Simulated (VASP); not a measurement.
## InSb: density of states with LDA

InSb:

```
In Sb
1.0
     0.00000    3.31742    3.31742
     3.31742    0.00000    3.31742
     3.31742    3.31742    0.00000
In Sb
1 1
Direct
  0.00000 0.00000 0.00000
  0.25000 0.25000 0.25000
```

* Program: VASP 6.6.1
* Task: density of states
* Functional: LDA
* Potentials or basis: VASP PAW LDA potentials, release 64 (In_d, Sb)
* Cutoff: 520 eV
* k mesh: 12 × 12 × 12
* Occupations: gaussian, width 0.1 eV
* Spin: no spin polarisation
* Dipole correction: no
* k mesh for the DOS: 18 × 18 × 18
* Occupations for the DOS: tetrahedron
* Further INCAR settings: ALGO = Normal; EDIFF = 1e-06; NBANDS = 16

The valence electrons inside the program's atomic spheres are In 11.41; Sb 2.46.

Levels at points of the mesh, in eV from the Fermi level:
| k point | band 5 | band 6 | band 7 | band 8 | band 9 | band 10 | band 11 | band 12 | band 13 | band 14 |
| --- | --- | --- | --- | --- | --- | --- | --- | --- | --- | --- |
| (0.00, 0.00, 0.00) | -14.35 | -10.34 | -0.76 | 0.00 | 0.00 | 0.00 | 2.91 | 2.91 | 2.91 | 5.46 |
| (0.50, 0.00, 0.00) | -14.35 | -9.15 | -5.36 | -0.91 | -0.91 | 0.30 | 3.75 | 3.75 | 5.96 | 7.71 |
| (0.50, 0.50, 0.00) | -14.34 | -8.62 | -5.69 | -2.05 | -2.05 | 1.28 | 1.36 | 7.62 | 7.62 | 8.18 |

Run time: 5.6 min on 1 thread of AMD EPYC 7R13, with other jobs on the host, peak memory 0.32 GiB.

Caveat: spin-orbit coupling is left out, which moves the levels of the heavy elements.
